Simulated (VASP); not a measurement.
The system is As.

```xyz
6
Lattice="2.9787 -3.3533 0.0000 2.9787 3.3533 0.0000 -2.8689 0.0000 6.5355" Properties=species:S:1:pos:R:3 pbc="T T T"
As    0.4413    0.8775    2.3705
As    4.0817    0.8775    0.8973
As    2.6473   -0.8775    4.1651
As   -0.9932   -0.8775    5.6382
As    1.4894    1.6766    0.0000
As    0.0549   -1.6766    3.2678
```

The cell was generated, and may not be a known phase.

```yaml
Program: VASP 6.6.1
Task: relaxation of cell and atoms
Functional: PBE
Potentials_or_basis: VASP PAW PBE potentials, release 64 (As)
Cutoff: 600 eV
k_mesh: 10 × 10 × 6
Occupations: gaussian, width 0.1 eV
Spin: no spin polarisation
```

At the start: pressure 0.2 GPa; volume 21.76 Å³/atom.

Problem. Where does the relaxation end?

Solution. Over 20 steps the energy falls by 10.5 meV/atom and the volume is 21.40 Å³/atom (-1.6 %); space group C2/c (No. 15, to 0.1 Å) before and after.

Step by step:
```
step  energy change (eV)  largest force (eV/Å)  pressure (GPa)  volume (Å³)
   1              0.0000                0.1268            0.24       130.56
   2             -0.0085                0.1293           -0.18       131.16
   3             -0.0128                0.1317           -0.80       132.08
   4             -0.0175                0.1250           -0.66       131.74
   5             -0.0287                0.1161           -0.27       130.69
   6             -0.0381                0.1349            0.56       128.55
   7             -0.0465                0.1192            0.38       128.58
   8             -0.0563                0.0919           -0.03       128.64
   9             -0.0566                0.0895           -0.10       128.65
  10             -0.0603                0.0642            0.02       128.46
  11             -0.0616                0.0422            0.14       128.28
  12             -0.0616                0.0409            0.15       128.26
  13             -0.0624                0.0263           -0.03       128.55
  14             -0.0625                0.0191           -0.14       128.73
  15             -0.0627                0.0105           -0.03       128.52
  16             -0.0627                0.0089           -0.01       128.47
  17             -0.0627                0.0083           -0.01       128.46
  18             -0.0627                0.0071            0.01       128.43
  19             -0.0627                0.0086            0.00       128.45
  20             -0.0628                0.0042            0.01       128.43
```

Final structure:
```
As
1.0
     2.97960   -3.17111   -0.06885
     2.97960    3.17111   -0.06885
    -3.01715    0.00000    6.86575
As
6
Cartesian
  0.4090 0.9160 2.3836
  4.0416 0.9160 0.9116
  2.5330 -0.9160 4.3445
  -1.0996 -0.9160 5.8165
  1.4898 1.5856 -0.0344
  -0.0188 -1.5856 3.3985
```
